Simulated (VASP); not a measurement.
Wanted: the native input for a VASP 6.6.1 run.

```
Task                   : single point
Functional             : LDA
Potentials or basis    : VASP PAW LDA potentials, release 64 (Zn, S)
Cutoff                 : 520 eV
k mesh                 : 9 × 9 × 9
Occupations            : fermi-dirac, width 0.05 eV
Spin                   : no spin polarisation
Dipole correction      : no
Further INCAR settings : ALGO = Normal; EDIFF = 1e-06; NBANDS = 16
```

The structure of ZnS lies in POSCAR:

```
ZnS
1.0
    0.0000000000      2.6468416657      2.6468416657
    2.6468416657      0.0000000000      2.6468416657
    2.6468416657      2.6468416657      0.0000000000
Zn S
1 1
Direct
    0.7500000000      0.7500000000      0.7500000000
    0.0000000000      0.0000000000      0.0000000000
```

The input as run:

INCAR

```
PREC = Accurate
ENCUT = 520
EDIFF = 1E-6
ISMEAR = -1
SIGMA = 0.05
LREAL = F
LASPH = T
NELM = 100
ALGO = Normal
ISIF = 2
LWAVE = F
LCHARG = F
GGA = CA
NBANDS = 16
```

KPOINTS

```
regular mesh
0
Gamma
  9 9 9
```

Potentials or basis: VASP PAW LDA potentials, release 64 (Zn, S).

Run with:

```sh
$ cat potpaw_LDA.64/Zn/POTCAR potpaw_LDA.64/S/POTCAR > POTCAR
$ mpirun -np 1 vasp_std > vasp.out
```

Results of the run:

```yaml
Pressure: 0.4 GPa
Band_gap_on_the_k_mesh: 2.17 eV, direct
```

Wall time 12 s on 1 thread of Intel Xeon 6975P-C, on a shared host, peak memory 0.14 GiB.
